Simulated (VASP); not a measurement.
Mg3H2: single point with PBE

Crystal: Mg3H2.

```
CELL_PARAMETERS angstrom
4.33404 0.00000 0.00000
0.00000 4.33404 0.00000
0.00000 0.00000 4.33404
ATOMIC_POSITIONS crystal
Mg 0.00000 0.50000 0.50000
Mg 0.50000 0.00000 0.50000
Mg 0.50000 0.50000 0.00000
H 0.00000 0.00000 0.00000
H 0.50000 0.50000 0.50000
```

```json
{
 "Program": "VASP 6.6.1",
 "Task": "single point",
 "Functional": "PBE",
 "Potentials or basis": "VASP PAW PBE potentials, release 64 (Mg, H)",
 "Cutoff": "520 eV",
 "k mesh": "8 × 8 × 8",
 "Occupations": "gaussian, width 0.1 eV",
 "Spin": "no spin polarisation"
}
```

```
Pressure               : -0.1 GPa
Band gap on the k mesh : zero (band 4 reaches 3.11 eV, above the bottom of band 5 at 0.87 eV)
```

Levels at points of the mesh, in eV from the Fermi level:
| k point | band 1 | band 2 | band 3 | band 4 | band 5 | band 6 | band 7 | band 8 | band 9 |
| --- | --- | --- | --- | --- | --- | --- | --- | --- | --- |
| (0.00, 0.00, 0.00) | -8.30 | -3.41 | 0.43 | 0.43 | 0.43 | 1.93 | 1.93 | 2.59 | 7.41 |
| (0.50, 0.00, 0.00) | -7.41 | -5.04 | -0.26 | 0.57 | 1.61 | 1.61 | 3.07 | 3.07 | 3.39 |
| (0.50, 0.50, 0.00) | -6.81 | -3.59 | -2.70 | -2.70 | 2.60 | 2.68 | 2.72 | 4.30 | 4.30 |
| (0.50, 0.50, 0.50) | -6.34 | -2.65 | -1.07 | -1.07 | -1.07 | -0.45 | -0.45 | -0.45 | 8.25 |

Wall time 48 s on 1 thread of AMD EPYC 7571 (shared host), peak memory 0.16 GiB.
